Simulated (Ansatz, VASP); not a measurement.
**One calculation of Pb, two programs**

```xyz
1
Lattice="0.0000 2.5176 2.5176 2.5176 0.0000 2.5176 2.5176 2.5176 0.0000" Properties=species:S:1:pos:R:3 pbc="T T T"
Pb    0.0000    0.0000    0.0000
```

Alike in both runs: task single point; functional PBE; k mesh 11 × 11 × 11; occupations methfessel-paxton of order 1, width 1 eV; no spin polarisation.

|  | VASP | Ansatz |
| --- | --- | --- |
| version | VASP 6.6.1 | Ansatz 0.2.0 |
| potentials or method | VASP PAW PBE potentials, release 64 (Pb_d), cutoff 520 eV | plane waves (420 eV) with PAW, scalar-relativistic |
| valence electrons in the cell | 14 | 14 |

```tsv
	VASP	Ansatz	Ansatz less VASP
pressure (GPa)	0.0	0.1	+0.06
```

Spin-orbit coupling is off throughout.
